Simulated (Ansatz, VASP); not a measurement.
One calculation of BeS, two programs

```
Be S
1.0
     0.00000    2.31446    2.31446
     2.31446    0.00000    2.31446
     2.31446    2.31446    0.00000
Be S
1 1
Direct
  0.00000 0.00000 0.00000
  0.50000 0.50000 0.50000
```

Alike in both runs: task electric field gradients; functional PBEsol; k mesh 13 × 13 × 13; occupations fermi-dirac, width 0.08 eV; no spin polarisation.

|  | VASP | Ansatz |
| --- | --- | --- |
| version | VASP 6.6.1 | Ansatz 0.2.0 |
| potentials or method | VASP PAW PBE potentials, release 64 (Be, S) | PAW with Ansatz's default frozen-core files, scalar-relativistic |
| plane-wave cutoff (eV) | 520 | 420 |
| valence electrons in the cell | 8 | 8 |

Ansatz gave:

```
pressure (GPa) : -2.8
```

Task: Estimate VASP's values.

Result: Pressure (GPa): -2.7.

VASP's potentials were made for PBE, not for PBEsol.
